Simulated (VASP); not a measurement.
A run of VASP 6.6.1 is set up as follows.

The input POSCAR:

```
SrTiO3
1.0
    3.8001799102      0.0000000000      0.0000000000
    0.0000000000      3.8001799102      0.0000000000
    0.0000000000      0.0000000000      3.9882300501
Sr Ti O
1 1 3
Direct
    0.0000000000      0.0000000000      0.0000000000
    0.5000000000      0.5000000000      0.5000000000
    0.5000000000      0.0000000000      0.5000000000
    0.5000000000      0.5000000000      0.0000000000
    0.0000000000      0.5000000000      0.5000000000
```

File INCAR.step1:

```
SYSTEM = SrTiO3
PREC = Accurate
ENCUT = 520
ISMEAR = 0
SIGMA = 0.02
LREAL = .False.
LASPH = .True.
NELM = 150
LMAXMIX = 4
LDAU = .True.
LDAUTYPE = 2
LDAUL = -1 2 -1
LDAUU = 0 4 0
LDAUJ = 0 0 0
NBANDS = 28
GGA = PE
ALGO = Normal
EDIFF = 1E-4
LWAVE = .True.
LCHARG = .False.
```

Contents of INCAR.step2:

```
SYSTEM = SrTiO3
PREC = Accurate
ENCUT = 520
EDIFF = 1E-6
ISMEAR = 0
SIGMA = 0.02
LREAL = .False.
LASPH = .True.
NELM = 150
ALGO = Normal
ISIF = 2
LWAVE = .False.
LCHARG = .True.
LMAXMIX = 4
LDAU = .True.
LDAUTYPE = 2
LDAUL = -1 2 -1
LDAUU = 0 4 0
LDAUJ = 0 0 0
LDAUPRINT = 1
METAGGA = R2SCAN
LMIXTAU = .True.
LELF = .True.
LVHAR = .True.
NBANDS = 28
ISTART = 1
```

Contents of KPOINTS:

```
Automatic mesh
0
Gamma
  6 6 6
  0 0 0
```

Potentials or basis: VASP PAW PBE potentials, release 64 (Sr_sv, Ti_sv, O).

The run is started by

```bash
$ cat potpaw_PBE.64/Sr_sv/POTCAR potpaw_PBE.64/Ti_sv/POTCAR potpaw_PBE.64/O/POTCAR > POTCAR
$ cp INCAR.step1 INCAR
$ mpirun -np 1 vasp_std > vasp.out
$ cp INCAR.step2 INCAR
$ mpirun -np 1 vasp_std > vasp.out
```

(1) Predict the pressure.

(2) Predict the band gap on the k mesh.

## Answers

(1) 13.2 GPa.

(2) 2.84 eV (least direct gap 3.33 eV).

Caveat: the cell differs from its parent crystal (biaxial strain in the a-b plane: -3.0 %); the stress differs along the axes, from 3 to 18 GPa; the PAW data sets were made with another functional, which shifts forces and pressure a little.
